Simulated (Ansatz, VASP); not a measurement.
Fe in VASP and in Ansatz

Contents of INCAR:

```
SYSTEM = Fe
  PREC = Accurate
  ENCUT = 600
  EDIFF = 1E-7
  ISMEAR = -1
  SIGMA = 0.1
  LREAL = .False.
  LASPH = .True.
  NELM = 120
  ALGO = Normal
  ISIF = 3
  LWAVE = .False.
  LCHARG = .False.
  GGA = RE
  IBRION = 2
  NSW = 80
  EDIFFG = -0.01
  GGA_COMPAT = .False.
  NELMIN = 4
```

The input KPOINTS:

```
regular mesh
0
Gamma
  13 13 13
  0 0 0
```

File POSCAR:

```
Fe
1.0
    2.3342634294      0.0000000000      0.0000000000
    0.0000000000      2.3342634294      0.0000000000
    0.0000000000      0.0000000000      2.3342634294
Fe
1
Direct
    0.0000000000      0.0000000000      0.0000000000
```

Input for Ansatz:

```yaml
crystal:
  lattice:
    - [2.3342634294, 0.0, 0.0]
    - [0.0, 2.3342634294, 0.0]
    - [0.0, 0.0, 2.3342634294]
  atoms:
    - { symbol: Fe, position: [0.0, 0.0, 0.0] }
hamiltonian:
  xc: revpbe
  pseudopotentials:
    kind: paw
    azcp:
      Fe: "pseudopotentials/Fe.paw.azcp"
basis:
  ecutwfc: 420
  fft_grid_basis: typed
kpoints:
  mp_grid: { grid: [13, 13, 13], shift: [0, 0, 0] }
magnetization:
  spin_polarized: false
scf:
  occupations: { method: fermi_dirac, width: 0.1 }
relax:
  max_steps: 60
  f_tol: 0.01
  cell: {}
```

Alike in both runs: task relaxation of cell and atoms; functional revPBE; k mesh 13 × 13 × 13; occupations fermi-dirac, width 0.1 eV; no spin polarisation.

|  | VASP | Ansatz |
| --- | --- | --- |
| version | VASP 6.6.1 | Ansatz 0.2.0 |
| potentials or method | VASP PAW PBE potentials, release 64 (Fe_sv), cutoff 600 eV | plane waves (420 eV) with PAW, scalar-relativistic |
| valence electrons in the cell | 16 | 16 |

Ansatz gave:

| Property | Result |
| --- | --- |
| relaxed volume (Å³/atom) | 11.89 |
| relaxed cell length with the largest relative difference (Å) | 2.283 |

Task: What did VASP give for the same quantities?

Result: Relaxed volume (Å³/atom): 11.73; relaxed cell length with the largest relative difference (Å): 2.272.

VASP's potentials were made for PBE, not for revPBE.
